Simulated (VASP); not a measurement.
A run of VASP 6.6.1:

INCAR

```
SYSTEM = SrZn2
PREC = Accurate
ENCUT = 520
EDIFF = 1E-6
ISMEAR = 0
SIGMA = 0.1
LREAL = .False.
LASPH = .True.
NELM = 100
ALGO = Normal
ISIF = 2
LWAVE = .False.
LCHARG = .False.
GGA = PE
NBANDS = 43
```

The input KPOINTS:

```
regular mesh
0
Gamma
  3 3 3
  0 0 0
```

The input POSCAR:

```
SrZn2
1.0
    4.8451740000     -1.2481700000      0.1714940000
    0.3680860000      5.2131380000     -0.0939460000
    0.1375810000     -0.5313030000      5.7712750000
Sr Zn
2 4
Direct
    0.6800086933      0.6256419004      0.3724317665
    0.0969507436      0.2107369055      0.5593466640
    0.3116081461      0.8751414489      0.9002042202
    0.7999741792      0.0444207547      0.0287703116
    0.5996616032      0.3884740767      0.8334967955
    0.1709931593      0.4453174092      0.0936632700
```

Potentials or basis: VASP PAW PBE potentials, release 64 (Sr_sv, Zn).

Run with:

```console
$ cat potpaw_PBE.64/Sr_sv/POTCAR potpaw_PBE.64/Zn/POTCAR > POTCAR
$ mpirun -np 1 vasp_std > vasp.out
```

Hardware: 1 thread of Intel Xeon 8259CL (shared host).

Q: Estimate the wall time of this run.

A: Wall time 2.2 min on 1 thread of Intel Xeon 8259CL, with other jobs on the host, peak memory 0.3 GiB. Counts: scf iterations 16, k points 14.
